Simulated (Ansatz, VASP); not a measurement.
Two plane-wave programs on LiCl

Contents of INCAR:

```
ALGO = Normal ; EDIFF = 1E-6
ENCUT = 520 ; GGA = PE
ISIF = 2 ; ISMEAR = 0
LASPH = True ; LCHARG = False
LREAL = False ; LWAVE = False
NBANDS = 18 ; NELM = 60
PREC = Accurate ; SIGMA = 0.01
```

The input KPOINTS:

```
k-points
0
Gamma
  6 6 4
```

Contents of POSCAR:

```
LiCl
1.0
    3.8941840790      0.0000000000      0.0000000000
   -1.9470920395      3.3724623394      0.0000000000
    0.0000000000      0.0000000000      6.2244574429
Li Cl
2 2
Direct
    0.3333333333      0.6666666667     -0.0031270710
    0.6666666667      0.3333333333      0.4968729290
    0.3333333333      0.6666666667      0.3781270710
    0.6666666667      0.3333333333      0.8781270710
```

Input for Ansatz:

```yaml
crystal:
  lattice:
    - [3.894184079, 0.0, 0.0]
    - [-1.9470920395, 3.3724623394, 0.0]
    - [0.0, 0.0, 6.2244574429]
  atoms:
    - { symbol: Li, position: [0.3333333333, 0.6666666667, -0.003127071] }
    - { symbol: Li, position: [0.6666666667, 0.3333333333, 0.496872929] }
    - { symbol: Cl, position: [0.3333333333, 0.6666666667, 0.378127071] }
    - { symbol: Cl, position: [0.6666666667, 0.3333333333, 0.878127071] }
kpoints:
  mp_grid: { grid: [6, 6, 4] }
hamiltonian:
  xc: pbe
scf:
  occupations: { method: fixed }
output:
  optics:
    e_range: [0, 22]
    de: 0.05
    sigma: 0.1
    bands: { spectra_wanted_up_to: 22 }
```

Alike in both runs: task single point; functional PBE; k mesh 6 × 6 × 4; no spin polarisation.

|  | VASP | Ansatz |
| --- | --- | --- |
| version | VASP 6.6.1 | Ansatz 0.2.0 |
| potentials or method | VASP PAW PBE potentials, release 64 (Li_sv, Cl) | plane waves, PAW |
| plane-wave cutoff (eV) | 520 | 420 |
| occupations | gaussian, width 0.01 eV | fixed |
| valence electrons in the cell | 20 | 20 |

```tsv
	VASP	Ansatz	Ansatz less VASP
gap on the k mesh at the Fermi level (eV)	6.03	6.02	-0.006
```

Noted on VASP's run: the cutoff is short for stress, so the pressure is rough.
